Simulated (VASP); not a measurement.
# AlFe in VASP: notebook, part 2 of 2

VASP 6.6.1.

**3. Single point, B3LYP, collinear spin, ferromagnetic start**

Input file POSCAR:

```
AlFe
1.0
    2.9100000000      0.0000000000      0.0000000000
    0.0000000000      2.9100000000      0.0000000000
    0.0000000000      0.0000000000      2.9100000000
Fe Al
1 1
Direct
    0.5000000000      0.5000000000      0.5000000000
    0.0000000000      0.0000000000      0.0000000000
```

Input file INCAR.step1:

```
ALGO = Normal
EDIFF = 1E-5
ENCUT = 520
GGA = PE
ISIF = 2
ISMEAR = -1
ISPIN = 2
LASPH = T
LCHARG = F
LMAXMIX = 4
LORBIT = 11
LREAL = F
LWAVE = T
MAGMOM = 3 0
NBANDS = 16
NELM = 150
PREC = Accurate
SIGMA = 0.05
```

Input file INCAR.step2:

```
AEXX = 0.2
AGGAC = 0.81
AGGAX = 0.72
ALDAC = 0.19
ALGO = Normal
EDIFF = 1E-6
ENCUT = 520
GGA = B3
ISIF = 2
ISMEAR = -1
ISPIN = 2
ISTART = 1
LASPH = T
LCHARG = F
LHFCALC = T
LMAXMIX = 4
LORBIT = 11
LREAL = F
LWAVE = F
MAGMOM = 3 0
NBANDS = 16
NELM = 150
PREC = Accurate
PRECFOCK = Normal
SIGMA = 0.05
```

Input file KPOINTS:

```
k-points
0
Gamma
  5 5 5
```

Potentials or basis: VASP PAW PBE potentials, release 64 (Fe, Al).

On the command line:

```sh
cat potpaw_PBE.64/Fe/POTCAR potpaw_PBE.64/Al/POTCAR > POTCAR
cp INCAR.step1 INCAR
mpirun -np 1 vasp_std > vasp.out
cp INCAR.step2 INCAR
mpirun -np 1 vasp_std > vasp.out
```

OUTCAR:

```text
AEXX = 0.2
   EDIFF = 1E-6
   ENCUT = 520
   GGA = B3
   ISIF = 2
   ISMEAR = -1
   ISPIN = 2
   ISTART = 1
   LASPH = T
   LHFCALC = T
   LORBIT = 11
   LREAL = F
   NELM = 150
   PREC = Accurate
   PRECFOCK = Normal

 ion  position               nearest neighbor table
   1  0.500  0.500  0.500-   2 2.52   2 2.52   2 2.52   2 2.52   2 2.52   2 2.52   2 2.52   2 2.52

   2  0.000  0.000  0.000-   1 2.52   1 2.52   1 2.52   1 2.52   1 2.52   1 2.52   1 2.52   1 2.52

  LATTYP: Found a simple cubic cell.
 ALAT       =     2.9100000000

  Lattice vectors:

 A1 = (   2.9100000000,   0.0000000000,   0.0000000000)
 A2 = (   0.0000000000,   2.9100000000,   0.0000000000)
 A3 = (   0.0000000000,   0.0000000000,   2.9100000000)

Analysis of symmetry for initial positions (statically):
=====================================================================
 Subroutine PRICEL returns:
 Original cell was already a primitive cell.

 Routine SETGRP: Setting up the symmetry group for a
 simple cubic supercell.
[... 552 lines left out ...]
      4       9.1272      0.00000
      5       9.2805      0.00000
      6       9.2805      0.00000
[... 8 lines left out ...]
     15      34.0931      0.00000
     16      38.3267      0.00000

------------------------ aborting loop because EDIFF is reached ----------------------------------------

  FORCE on cell =-STRESS in cart. coord.  units (eV):
  Direction    XX          YY          ZZ          XY          YZ          ZX
  --------------------------------------------------------------------------------------
  -------------------------------------------------------------------------------------
  Total       -1.1560670     -1.1560670     -1.1560670      0.0000000      0.0000000     -0.0000000
  in kB      -75.1648179    -75.1648179    -75.1648179      0.0000000      0.0000000     -0.0000000
  external PRESSURE =     -75.1648179 kB  Pullay stress =       0.0000000 kB

 VOLUME and BASIS-vectors are now :
 -----------------------------------------------------------------------------
  energy-cutoff  :      520.00
  volume of cell :       24.64
      direct lattice vectors                 reciprocal lattice vectors
     2.910000000  0.000000000  0.000000000     0.343642612  0.000000000  0.000000000
     0.000000000  2.910000000  0.000000000     0.000000000  0.343642612  0.000000000
     0.000000000  0.000000000  2.910000000     0.000000000  0.000000000  0.343642612

 POSITION                                       TOTAL-FORCE (eV/Angst)
 -----------------------------------------------------------------------------------
      1.45500      1.45500      1.45500         0.000000      0.000000      0.000000
      0.00000      0.00000      0.00000         0.000000      0.000000      0.000000
 -----------------------------------------------------------------------------------
    total drift:                                0.000000      0.000000      0.000000

  FREE ENERGIE OF THE ION-ELECTRON SYSTEM (eV)
  ---------------------------------------------------
  free  energy   TOTEN  =       -13.8308104108 eV

  energy  without entropy=      -13.8273882427  energy(sigma->0) =      -13.82909933

 total charge

# of ion       s       p       d       tot
------------------------------------------
    1        0.413   0.467   6.573   7.453
    2        0.438   0.428   0.000   0.866
--------------------------------------------------
tot          0.852   0.895   6.573   8.319

 magnetization (x)

# of ion       s       p       d       tot
------------------------------------------
    1       -0.012   0.004   1.036   1.028
    2       -0.018  -0.045   0.000  -0.063
--------------------------------------------------
tot         -0.030  -0.040   1.036   0.965
```

OUTCAR.step1:

```text
EDIFF = 1E-5
   ENCUT = 520
   GGA = PE
   ISIF = 2
   ISMEAR = -1
   ISPIN = 2
   LASPH = T
   LORBIT = 11
   LREAL = F
[... 611 lines left out ...]

  energy  without entropy=      -12.6008217169  energy(sigma->0) =      -12.61186698

 total charge

# of ion       s       p       d       tot
------------------------------------------
    1        0.414   0.472   6.458   7.344
    2        0.396   0.422   0.000   0.818
--------------------------------------------------
tot          0.810   0.895   6.458   8.162

 magnetization (x)

# of ion       s       p       d       tot
------------------------------------------
    1       -0.000   0.009   0.925   0.934
    2       -0.010  -0.023   0.000  -0.033
--------------------------------------------------
tot         -0.010  -0.014   0.925   0.900
```

OSZICAR.step1:

```text
N       E                     dE             d eps       ncg     rms          rms(c)
DAV:   1     0.328147064957E+02    0.32815E+02   -0.44041E+03   640   0.698E+02
DAV:   2    -0.125523312656E+02   -0.45367E+02   -0.40284E+02   752   0.144E+02
DAV:   3    -0.140753430633E+02   -0.15230E+01   -0.15057E+01   784   0.276E+01
DAV:   4    -0.140957524191E+02   -0.20409E-01   -0.20403E-01   808   0.284E+00
DAV:   5    -0.140964438795E+02   -0.69146E-03   -0.69145E-03   856   0.590E-01    0.142E+01
DAV:   6    -0.160037402384E+02   -0.19073E+01   -0.45105E+01   776   0.716E+01    0.176E+01
DAV:   7    -0.126556648121E+02    0.33481E+01   -0.24915E+01   760   0.462E+01    0.292E+00
DAV:   8    -0.126369326671E+02    0.18732E-01   -0.14379E-01   840   0.270E+00    0.153E+00
DAV:   9    -0.126262613718E+02    0.10671E-01   -0.13914E-02   888   0.117E+00    0.104E+00
DAV:  10    -0.126228761692E+02    0.33852E-02   -0.24802E-03   792   0.429E-01    0.198E-01
DAV:  11    -0.126229186116E+02   -0.42442E-04   -0.18053E-04   816   0.125E-01    0.954E-02
DAV:  12    -0.126229122398E+02    0.63718E-05   -0.52003E-06   608   0.196E-02
   1 F= -.12622912E+02 E0= -.12611867E+02  d E =-.220905E-01  mag=     0.8732
```

Run time: 24 min. Hardware: 1 thread of Intel Xeon Platinum 8375C at 2.90GHz (Ice Lake), shared host; peak memory 0.16 GiB.

Results:

```
Free energy                                           : -13.8308 eV
Pressure                                              : -7.5 GPa
Net moment                                            : 0.87 μB per cell
Site moments                                          : Fe +1.03; Al -0.06 μB
Valence electrons inside the program's atomic spheres : Fe 7.45; Al 0.87
```

Levels at points of the mesh, in eV from the Fermi level:
Spin up:
| k point | band 3 | band 4 | band 5 | band 6 | band 7 | band 8 | band 9 | band 10 |
| --- | --- | --- | --- | --- | --- | --- | --- | --- |
| (0.00, 0.00, 0.00) | -3.57 | -1.99 | -1.99 | -1.99 | 7.01 | 7.01 | 7.01 | 10.36 |
Spin down:
```tsv
k point	band 2	band 3	band 4	band 5	band 6	band 7	band 8	band 9
(0.00, 0.00, 0.00)	-2.36	-2.36	0.54	0.54	0.54	6.85	6.85	6.85
```

Caveat: the k points lie up to 0.43 Å⁻¹ apart; the PAW data sets were made with another functional, which shifts forces and pressure a little.

**4. Single point, PBEsol, collinear spin, ferromagnetic start**

Input file INCAR:

```
PREC = Accurate ; ENCUT = 690
EDIFF = 1E-6 ; ISMEAR = -1
SIGMA = 0.05 ; LREAL = False
LASPH = True ; NELM = 200
ALGO = Normal ; ISIF = 2
LWAVE = False ; LCHARG = True
ISPIN = 2 ; MAGMOM = 3 0
LORBIT = 11 ; LMAXMIX = 4
GGA = PS ; LELF = True
LVHAR = True ; NBANDS = 20
GGA_COMPAT = False
```

Input file KPOINTS:

```
Automatic mesh
0
Gamma
  7 7 7
```

Input file POSCAR:

```
AlFe
1.0
    2.9100000000      0.0000000000      0.0000000000
    0.0000000000      2.9100000000      0.0000000000
    0.0000000000      0.0000000000      2.9100000000
Fe Al
1 1
Direct
    0.5155890000      0.5065740000      0.4759670000
    0.0170700000      0.0156410000     -0.0109370000
```

Potentials or basis: VASP PAW PBE potentials, release 64 (Fe_sv, Al).

On the command line:

```sh
cat potpaw_PBE.64/Fe_sv/POTCAR potpaw_PBE.64/Al/POTCAR > POTCAR
mpirun -np 1 vasp_std > vasp.out
```

OUTCAR:

```text
PREC = Accurate
   ENCUT = 690
   EDIFF = 1E-6
   ISMEAR = -1
   LREAL = False
   LASPH = True
   NELM = 200
   ISIF = 2
   ISPIN = 2
   LORBIT = 11
   GGA = PS

 ion  position               nearest neighbor table
   1  0.516  0.507  0.476-   2 2.48   2 2.49   2 2.51   2 2.52   2 2.52   2 2.53   2 2.56   2 2.56

   2  0.017  0.016  0.989-   1 2.48   1 2.49   1 2.51   1 2.52   1 2.52   1 2.53   1 2.56   1 2.56

  LATTYP: Found a simple cubic cell.
 ALAT       =     2.9100000000

  Lattice vectors:

[... 1319 lines left out ...]
  external PRESSURE =    -112.0616005 kB  Pullay stress =       0.0000000 kB

 VOLUME and BASIS-vectors are now :
 -----------------------------------------------------------------------------
  energy-cutoff  :      690.00
  volume of cell :       24.64
      direct lattice vectors                 reciprocal lattice vectors
     2.910000000  0.000000000  0.000000000     0.343642612  0.000000000  0.000000000
     0.000000000  2.910000000  0.000000000     0.000000000  0.343642612  0.000000000
     0.000000000  0.000000000  2.910000000     0.000000000  0.000000000  0.343642612

 POSITION                                       TOTAL-FORCE (eV/Angst)
 -----------------------------------------------------------------------------------
      1.50036      1.47413      1.38506         0.030027      0.180999      0.261292
      0.04967      0.04552      2.87817        -0.030027     -0.180999     -0.261292
 -----------------------------------------------------------------------------------
    total drift:                                0.000707     -0.000522      0.000290

  FREE ENERGIE OF THE ION-ELECTRON SYSTEM (eV)
  ---------------------------------------------------
  free  energy   TOTEN  =       -13.7619305855 eV

  energy  without entropy=      -13.7413668928  energy(sigma->0) =      -13.75164874

 total charge

# of ion       s       p       d       tot
------------------------------------------
    1        2.156   6.017   5.664  13.838
    2        0.394   0.421   0.000   0.815
--------------------------------------------------
tot          2.551   6.438   5.664  14.653

 magnetization (x)

# of ion       s       p       d       tot
------------------------------------------
    1        0.000   0.003   0.776   0.779
    2       -0.009  -0.018   0.000  -0.027
--------------------------------------------------
tot         -0.009  -0.015   0.776   0.752
```

stdout:

```text
POSCAR found type information on POSCAR FeAl
 POSCAR found :  2 types and       2 ions
 scaLAPACK will be used
 -----------------------------------------------------------------------------
|                                                                             |
|                                                                             |
|     You enforced a specific xc type in the INCAR file but a different       |
|     I HOPE YOU KNOW WHAT YOU ARE DOING!                                     |
|                                                                             |
 -----------------------------------------------------------------------------

 LDA part: xc-table for (Slater+PW92), standard interpolation
 POSCAR, INCAR and KPOINTS ok, starting setup
 FFT: planning ... GRIDC
 FFT: planning ... GRID_SOFT
 FFT: planning ... GRID
 WAVECAR not read
 entering main loop
```

Run time: 3.8 min. Hardware: 1 thread of AMD EPYC 7R13 (Zen 3), shared host; peak memory 0.29 GiB.

Results:

```yaml
Free_energy: -13.7619 eV
Pressure: -11.2 GPa
Largest_force: 0.319 eV/Å
Net_moment: 0.76 μB per cell
Site_moments: Fe +0.78; Al -0.03 μB
Valence_electrons_inside_the_program's_atomic_spheres: Fe 13.84; Al 0.81
```

Forces on the atoms (eV/Å):
```
Fe   0.030  0.181  0.261
Al  -0.030 -0.181 -0.261
```

Stress tensor (GPa, compression positive):
```
-11.15   0.02   0.02
  0.02 -11.20   0.14
  0.02   0.14 -11.26
```

Levels at points of the mesh, in eV from the Fermi level:
Spin up:
```
           k point  band 8  band 9  band 10  band 11  band 12  band 13
(0.00, 0.00, 0.00)   -0.44   -0.44    -0.44     6.04     6.04     6.04
```
Spin down:
| k point | band 6 | band 7 | band 8 | band 9 | band 10 | band 11 | band 12 | band 13 |
| --- | --- | --- | --- | --- | --- | --- | --- | --- |
| (0.00, 0.00, 0.00) | -2.06 | -2.06 | 0.42 | 0.43 | 0.43 | 6.06 | 6.06 | 6.07 |

Caveat: the cell stands under tension; the PAW data sets were made with another functional, which shifts forces and pressure a little.

**5. Overview**

| level | potentials or basis | fixed moment (μB) | cell | k mesh | cutoff (eV) | grid for exact exchange (PRECFOCK) | share of exact exchange | gap on the mesh (eV) | pressure (GPa) | moment (μB) |
| --- | --- | --- | --- | --- | --- | --- | --- | --- | --- | --- |
| PBEsol | VASP PAW PBE potentials, release 64 (Fe_sv, Al) | 3.8 | as given, atomic positions A | 8 × 8 × 8 | 690 | - | - | - | 26.7 | 3.80 |
| B3LYP | VASP PAW PBE potentials, release 64 (Fe, Al) | - | as given, atomic positions A | 5 × 5 × 5 | 520 | Normal | 0.2 | none | -7.5 | 0.87 |
| PBEsol | VASP PAW PBE potentials, release 64 (Fe_sv, Al) | - | as given, atomic positions B | 7 × 7 × 7 | 690 | - | - | none | -11.2 | 0.76 |

Alike in all rows: task single point; spin collinear, ferromagnetic start; smearing fermi-dirac 0.05 eV.

Caveats: some runs use coarse meshes; the PAW data sets were made with another functional, which shifts forces and pressure a little; the cell stands under pressure (at least some runs); the total moment is fixed, so each spin has its own Fermi level and the state may be an excited one (at least some runs); the cell stands under tension (at least some runs).

Absolute energies hang on the potentials; compare differences alone.
